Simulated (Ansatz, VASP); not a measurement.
# One calculation of Ge, two programs

```
Ge
1.0
     3.98422    0.00000    0.00000
    -1.99211    3.45043    0.00000
     0.00000    0.00000    6.57731
Ge
4
Direct
  0.66667 0.33333 0.06290
  0.33333 0.66667 0.56290
  0.66667 0.33333 0.43710
  0.33333 0.66667 0.93710
```

Change from the starting cell: volume scaled by 0.99.

Alike in both runs: task single point; functional PBE; k mesh 11 × 11 × 6; occupations fermi-dirac, width 0.05 eV; no spin polarisation.

|  | VASP | Ansatz |
| --- | --- | --- |
| version | VASP 6.6.1 | Ansatz 0.2.0 |
| potentials or method | VASP PAW PBE potentials, release 64 (Ge_d), cutoff 520 eV | all-electron LAPW, scalar-relativistic |

```tsv
	VASP	Ansatz	Ansatz less VASP
pressure (GPa)	3.6	3.6	+0.05
traceless stress, the component that is largest in VASP (GPa)	-0.06	-0.06	-0.004
rms of the force components (eV/Å)	0.006	0.006	+0.0001
```

Atom by atom the forces differ by 0.000 eV/Å (rms over components). Ansatz ran all-electron here, and VASP with PAW potentials.
